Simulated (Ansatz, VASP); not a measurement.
## SiC: VASP beside Ansatz

INCAR

```
SYSTEM = SiC
ALGO = Normal ; EDIFF = 1E-7
ENCUT = 520 ; GGA = PE
ISIF = 2 ; ISMEAR = 0
LASPH = .TRUE. ; LCHARG = .FALSE.
LREAL = .FALSE. ; LWAVE = .FALSE.
NBANDS = 11 ; NELM = 60
PREC = Accurate ; SIGMA = 0.05
```

The input KPOINTS:

```
k-points
0
G
  12 12 12
  0 0 0
```

Contents of POSCAR:

```
SiC
1.0
    0.0000000000      2.1511601163      2.1511601163
    2.1511601163      0.0000000000      2.1511601163
    2.2298925765      2.2298925765     -0.0787324603
Si C
1 1
Direct
    0.0000000000      0.0000000000      0.0000000000
    0.7500000000      0.7500000000      0.7500000000
```

Input for Ansatz:

```yaml
crystal:
  lattice:
    - [0.0, 2.1511601163, 2.1511601163]
    - [2.1511601163, 0.0, 2.1511601163]
    - [2.2298925765, 2.2298925765, -0.0787324603]
  atoms:
    - { symbol: Si, position: [0.0, 0.0, 0.0] }
    - { symbol: C, position: [0.75, 0.75, 0.75] }
basis:
  ecutwfc: 520.0
kpoints:
  mp_grid: { grid: [12, 12, 12] }
hamiltonian:
  xc: pbe
  pseudopotentials: { kind: paw, azcp: { folder: soft_1 } }
scf:
  occupations: { method: gaussian, width: 0.05 }
output:
  forces: true
  stress: true
  eigenvalues: true
```

Alike in both runs: task single point; functional PBE; k mesh 12 × 12 × 12; occupations gaussian, width 0.05 eV; no spin polarisation.

|  | VASP | Ansatz |
| --- | --- | --- |
| version | VASP 6.6.1 | Ansatz 0.2.0 |
| potentials or method | VASP PAW PBE potentials, release 64 (Si, C), cutoff 520 eV | scalar-relativistic, plane waves, PAW |
| valence electrons in the cell | 8 | 8 |

Ansatz gave:

- gap on the k mesh at the Fermi level (eV): 1.22
- least direct gap on the mesh (eV): 4.22
- pressure (GPa): 0.8
- traceless stress, the component that is largest in VASP (GPa): -9.01
- rms of the force components (eV/Å): 0.194

Problem. What did VASP give for the same quantities?

Solution. gap on the k mesh at the Fermi level (eV): 1.22; least direct gap on the mesh (eV): 4.21; pressure (GPa): 0.8; traceless stress, the component that is largest in VASP (GPa): -9.04; rms of the force components (eV/Å): 0.194.

Atom by atom the forces differ by 0.001 eV/Å (rms over components).
